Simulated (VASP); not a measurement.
# Sc (Pm-3m) in VASP: density of states with LDA

Aim: the density of states of Sc with LDA.

All numbers are computed with VASP 6.6.1; they aren't measurements. Logs are shortened: lines on timing, memory, paths and dates and some standing lists are left out, and cuts for length are marked.

## (1) The cell of the first run

The structure is cubic, space group Pm-3m (No. 221). Conventional cell: a = 2.845 Å, b = 2.845 Å, c = 2.845 Å, α = 90.00°, β = 90.00°, γ = 90.00°. Within 3.7 Å of Sc (site symmetry m-3m) lie 6 Sc at 2.85 Å.

## (2) Density of states, LDA

File POSCAR:

```
Sc
1.0
    2.8453144963      0.0000000000      0.0000000000
    0.0000000000      2.8453144963      0.0000000000
    0.0000000000      0.0000000000      2.8453144963
Sc
1
Direct
    0.0000000000      0.0000000000      0.0000000000
```

File INCAR.step1:

```
SYSTEM = Sc
PREC = Accurate
ENCUT = 520
EDIFF = 1E-7
ISMEAR = -1
SIGMA = 0.05
LREAL = .False.
LASPH = .True.
NELM = 80
ALGO = Normal
ISIF = 2
LWAVE = .False.
LCHARG = .True.
LMAXMIX = 4
GGA = CA
NBANDS = 12
```

File KPOINTS.step1:

```
Automatic mesh
0
Gamma
  15 15 15
  0 0 0
```

File INCAR.step2:

```
SYSTEM = Sc
PREC = Accurate
ENCUT = 520
EDIFF = 1E-7
ISMEAR = -5
SIGMA = 0.05
LREAL = .False.
LASPH = .True.
NELM = 80
ALGO = Normal
ISIF = 2
LWAVE = .False.
LCHARG = .False.
LMAXMIX = 4
GGA = CA
LORBIT = 11
NEDOS = 1001
ICHARG = 11
```

File KPOINTS.step2:

```
Automatic mesh
0
Gamma
  23 23 23
  0 0 0
```

Potentials or basis: VASP PAW LDA potentials, release 64 (Sc_sv).

Command:

```
$ cat potpaw_LDA.64/Sc_sv/POTCAR > POTCAR
$ cp INCAR.step1 INCAR
$ cp KPOINTS.step1 KPOINTS
$ mpirun -np 1 vasp_std > vasp.out
$ cp INCAR.step2 INCAR
$ cp KPOINTS.step2 KPOINTS
$ mpirun -np 1 vasp_std > vasp.out
```

OUTCAR:

```text
SYSTEM = Sc
   PREC = Accurate
   ENCUT = 520
   EDIFF = 1E-7
   ISMEAR = -5
   LREAL = .False.
   LASPH = .True.
   NELM = 80
   ISIF = 2
   GGA = CA
   LORBIT = 11
   ICHARG = 11

 ion  position               nearest neighbor table
   1  0.000  0.000  0.000-

  LATTYP: Found a simple cubic cell.
 ALAT       =     2.8453144963

  Lattice vectors:

 A1 = (   2.8453144963,   0.0000000000,   0.0000000000)
 A2 = (   0.0000000000,   2.8453144963,   0.0000000000)
 A3 = (   0.0000000000,   0.0000000000,   2.8453144963)

Analysis of symmetry for initial positions (statically):
=====================================================================
 Subroutine PRICEL returns:
 Original cell was already a primitive cell.

 Routine SETGRP: Setting up the symmetry group for a
 simple cubic supercell.

 Subroutine GETGRP returns: Found 48 space group operations
 (whereof 48 operations were pure point group operations)
 out of a pool of 48 trial point group operations.

The static configuration has the point symmetry O_h .

Analysis of symmetry for dynamics (positions and initial velocities):
=====================================================================
 Subroutine PRICEL returns:
 Original cell was already a primitive cell.

 Routine SETGRP: Setting up the symmetry group for a
 simple cubic supercell.

 Subroutine GETGRP returns: Found 48 space group operations
 (whereof 48 operations were pure point group operations)
 out of a pool of 48 trial point group operations.

The dynamic configuration has the point symmetry O_h .

 Subroutine INISYM returns: Found 48 space group operations
 (whereof 48 operations are pure point group operations),
 and found     1 'primitive' translations

----------------------------------------------------------------------------------------

                                     Primitive cell

  volume of cell :      23.0351

  direct lattice vectors                    reciprocal lattice vectors
     2.845314496  0.000000000  0.000000000     0.351454998  0.000000000  0.000000000
     0.000000000  2.845314496  0.000000000     0.000000000  0.351454998  0.000000000
     0.000000000  0.000000000  2.845314496     0.000000000  0.000000000  0.351454998

  length of vectors
     2.845314496  2.845314496  2.845314496     0.351454998  0.351454998  0.351454998

  position of ions in fractional coordinates (direct lattice)
     0.000000000  0.000000000  0.000000000

  ion indices of the primitive-cell ions
   primitive index   ion index
                 1           1

----------------------------------------------------------------------------------------

 KPOINTS: Automatic mesh

Automatic generation of k-mesh.
 Grid dimensions read from file:
 generate k-points for:   23   23   23

 Generating k-lattice:

  Cartesian coordinates                     Fractional coordinates (reciprocal lattice)
     0.015280652  0.000000000  0.000000000     0.043478261  0.000000000  0.000000000
     0.000000000  0.015280652  0.000000000     0.000000000  0.043478261  0.000000000
     0.000000000  0.000000000  0.015280652     0.000000000  0.000000000  0.043478261

  Length of vectors
     0.015280652  0.015280652  0.015280652

  Shift w.r.t. Gamma in fractional coordinates (k-lattice)
     0.000000000  0.000000000  0.000000000

 TETIRR: Found   6051 inequivalent tetrahedra from    73002

 Subroutine IBZKPT returns following result:
 ===========================================

 Found    364 irreducible k-points:

 Following reciprocal coordinates:
            Coordinates               Weight
  0.000000  0.000000  0.000000      1.000000
  0.043478  0.000000  0.000000      6.000000
  0.086957  0.000000  0.000000      6.000000
  0.130435  0.000000  0.000000      6.000000
  0.173913  0.000000  0.000000      6.000000
  0.217391  0.000000  0.000000      6.000000
[... 16 lines left out ...]
  0.478261  0.043478  0.000000     24.000000
  0.086957  0.086957  0.000000     12.000000
 [... further k-points ...]
   k-points           NKPTS =    364   k-points in BZ     NKDIM =    364   number of bands    NBANDS=      9
   number of dos      NEDOS =   1001   number of ions     NIONS =      1
   total plane-waves  NPLWV =  13824
   dimension x,y,z NGX =    24 NGY =   24 NGZ =   24
   dimension x,y,z NGXF=    48 NGYF=   48 NGZF=   48
   ions per type =               1
   NGX,Y,Z   is equivalent  to a cutoff of  14.02, 14.02, 14.02 a.u.
   NGXF,Y,Z  is equivalent  to a cutoff of  28.05, 28.05, 28.05 a.u.
 SYSTEM =  Sc
   PREC   = accura    normal or accurate (medium, high low for compatibility)
   ISTART =      0    job   : 0-new  1-cont  2-samecut
   ICHARG =     11    charge: 1-file 2-atom 10-const
   ISPIN  =      1    spin polarized calculation?
   LNONCOLLINEAR =      F non collinear calculations
   LSORBIT =      F    spin-orbit coupling
   LASPH  =      T    aspherical Exc in radial PAW
   ENCUT  =  520.0 eV  38.22 Ry    6.18 a.u.   5.29  5.29  5.29*2*pi/ulx,y,z
   NELM   =     80;   NELMIN=  2; NELMDL=  0     # of ELM steps
   EDIFF  = 0.1E-06   stopping-criterion for ELM
   LREAL  =      F    real-space projection
   EDIFFG = 0.1E-05   stopping-criterion for IOM
   NSW    =      0    number of steps for IOM
   IBRION =     -1    ionic relax: 0-MD 1-quasi-New 2-CG
   NFREE  =      0    steps in history (QN), initial steepest desc. (CG)
   ISIF   =      2    stress and relaxation
   ISYM   =      2    0-nonsym 1-usesym 2-fastsym
   POTIM  = 0.5000    time-step for ionic-motion
   TEBEG  =    0.0;   TEEND  =   0.0 temperature during run
   PSTRESS=    0.0 pullay stress
   NELECT =      11.0000    total number of electrons
   NUPDOWN=      -1.0000    fix difference up-down
   EMIN   =  10.00;   EMAX   =-10.00  energy-range for DOS
   EFERMI =   0.00;   METHOD = LEGACY
   ISMEAR =    -5;   SIGMA  =   0.05  broadening in eV -4-tet -1-fermi 0-gaus
   EFERMI_NEDOS =   21; number of points for ismear=-14 and -15
   IALGO  =     38    algorithm
   IMIX   =      4    mixing-type and parameters
     AMIX     =   0.40;   BMIX     =  1.00
     AMIX_MAG =   1.60;   BMIX_MAG =  1.00
  volume/ion in A,a.u.               =      23.04       155.45
  Fermi-wavevector in a.u.,A,eV,Ry     =   1.279604  2.418100 22.277980  1.637385
  Thomas-Fermi vector in A             =   2.412080
   LORBIT       =     11    0 simple, 1 ext, 2 COOP (PROOUT), +10 PAW based schemes
   GGA     = CA    functional components
   LHFCALC =     F    Hartree Fock is set to
   AEXX    =    0.0000 exact exchange contribution
   IVDW    =     0    specifies the selected vdW correction
   LEPSILON=     F    determine dielectric tensor
   LRPA    =     F    only Hartree local field effects (RPA)
 non-spin polarized calculation
 Fermi weights with tetrahedron method with Bloechl corrections
  energy-cutoff  :      520.00
  volume of cell :       23.04
 maximum number of plane-waves:       638
 NGX is ok and might be reduce to    24

 number of electron      11.0000002 magnetization

 Free energy of the ion-electron system (eV)
  ---------------------------------------------------
  ext. energy  EPLUGINS =         0.00000000
  ---------------------------------------------------
  free energy    TOTEN  =        -5.98700834 eV

  energy without entropy =       -5.98700834  energy(sigma->0) =       -5.98700834

 E-fermi :   3.9585     XC(G=0): -10.3560

 val. band max:        3.9661509158   @ k =   0.3913   0.0435   0.0435
 cond. band min:       3.9534498796   @ k =   0.4348   0.3913   0.3478
 fundamental gap:     -0.0127010361
 Fermi energy:         3.9584813969

 k-point     1 :       0.0000    0.0000    0.0000
  band No.  band energies     occupation
      1     -44.8694      2.00000
      2     -23.4524      2.00000
      3     -23.4524      2.00000
      4     -23.4524      2.00000
      5      -1.1872      2.00000
      6       3.3020      2.00000
      7       3.3020      2.00000
      8       8.2599      0.00000
      9       8.2599      0.00000

 k-point     2 :       0.0435    0.0000    0.0000
  band No.  band energies     occupation
      1     -44.8674      2.00000
      2     -23.4676      2.00000
      3     -23.4511      2.00000
      4     -23.4511      2.00000
      5      -1.1438      2.00000
      6       3.3136      2.00000
      7       3.3325      2.00000
      8       8.2164      0.00000
      9       8.2273      0.00000

 k-point     3 :       0.0870    0.0000    0.0000
  band No.  band energies     occupation
      1     -44.8617      2.00000
      2     -23.5120      2.00000
      3     -23.4473      2.00000
      4     -23.4473      2.00000
      5      -1.0153      2.00000
      6       3.3478      2.00000
      7       3.4215      2.00000
      8       8.0923      0.00000
      9       8.2661      0.00000

 k-point     4 :       0.1304    0.0000    0.0000
  band No.  band energies     occupation
      1     -44.8526      2.00000
      2     -23.5818      2.00000
      3     -23.4413      2.00000
      4     -23.4413      2.00000
      5      -0.8068      2.00000
      6       3.4027      2.00000
      7       3.5605      2.00000
      8       7.9042      0.00000
      9       7.9257      0.00000

 k-point     5 :       0.1739    0.0000    0.0000
  band No.  band energies     occupation
      1     -44.8407      2.00000
      2     -23.6712      2.00000
      3     -23.4336      2.00000
      4     -23.4336      2.00000
      5      -0.5258      2.00000
      6       3.4751      2.00000
      7       3.7343      2.00000
      8       7.6743      0.00000
      9       7.6758      0.00000

 k-point     6 :       0.2174    0.0000    0.0000
  band No.  band energies     occupation
      1     -44.8270      2.00000
      2     -23.7729      2.00000
      3     -23.4246      2.00000
      4     -23.4246      2.00000
      5      -0.1819      2.00000
      6       3.5606      2.00000
      7       3.9196      1.53162
      8       7.4254      0.00000
      9       7.4285      0.00000
[... 169 lines left out ...]
 k-point    21 :       0.3913    0.0435    0.0000
  band No.  band energies     occupation
      1     -44.7724      2.00000
      2     -24.1469      2.00000
      3     -23.4046      2.00000
      4     -23.3890      2.00000
      5       1.6070      2.00000
      6       3.9353      1.97785
      7       4.0854      0.00000
      8       6.5972      0.00000
      9       6.6011      0.00000

 k-point    22 :       0.4348    0.0435    0.0000
  band No.  band energies     occupation
      1     -44.7647      2.00000
      2     -24.1997      2.00000
      3     -23.3995      2.00000
      4     -23.3840      2.00000
      5       2.0346      2.00000
      6       3.8767      2.04047
      7       3.9939      0.00000
      8       6.4930      0.00000
      9       6.5087      0.00000

 k-point    23 :       0.4783    0.0435    0.0000
  band No.  band energies     occupation
      1     -44.7608      2.00000
      2     -24.2270      2.00000
      3     -23.3969      2.00000
      4     -23.3814      2.00000
      5       2.3349      2.00000
      6       3.6852      2.00000
      7       4.0210      0.00000
      8       6.4380      0.00000
      9       6.4644      0.00000

 k-point    24 :       0.0870    0.0870    0.0000
  band No.  band energies     occupation
      1     -44.8540      2.00000
      2     -23.5106      2.00000
      3     -23.5028      2.00000
      4     -23.4423      2.00000
      5      -0.8455      2.00000
      6       3.4288      2.00000
      7       3.5083      2.00000
      8       7.9133      0.00000
      9       8.1226      0.00000

 [... further k-points ...]
[... 5 lines left out ...]
  --------------------------------------------------------------------------------------
  -------------------------------------------------------------------------------------
  Total       -0.0256221     -0.0256221     -0.0256221     -0.0000000      0.0000000     -0.0000000
  in kB       -1.7821066     -1.7821066     -1.7821066     -0.0000000      0.0000000     -0.0000000
  external PRESSURE =      -1.7821066 kB  Pullay stress =       0.0000000 kB

 VOLUME and BASIS-vectors are now :
 -----------------------------------------------------------------------------
  energy-cutoff  :      520.00
  volume of cell :       23.04
      direct lattice vectors                 reciprocal lattice vectors
     2.845314496  0.000000000  0.000000000     0.351454998  0.000000000  0.000000000
     0.000000000  2.845314496  0.000000000     0.000000000  0.351454998  0.000000000
     0.000000000  0.000000000  2.845314496     0.000000000  0.000000000  0.351454998

 POSITION                                       TOTAL-FORCE (eV/Angst)
 -----------------------------------------------------------------------------------
      0.00000      0.00000      0.00000         0.000000      0.000000      0.000000
 -----------------------------------------------------------------------------------
    total drift:                                0.000000      0.000000      0.000000

  FREE ENERGIE OF THE ION-ELECTRON SYSTEM (eV)
  ---------------------------------------------------
  free  energy   TOTEN  =        -5.9870083384 eV

  energy  without entropy=       -5.9870083384  energy(sigma->0) =       -5.98700834

 total charge

# of ion       s       p       d       tot
------------------------------------------
    1        2.289   6.078   1.238   9.605
```

Run time: 31 s. Hardware: 1 thread of Intel Xeon Platinum 8375C at 2.90GHz (Ice Lake), shared host; peak memory 0.2 GiB.

Results:

```yaml
Valence_electrons_inside_the_program's_atomic_spheres: Sc 9.61
```

Caveat: tetrahedron occupations give inexact forces and stress in metals.
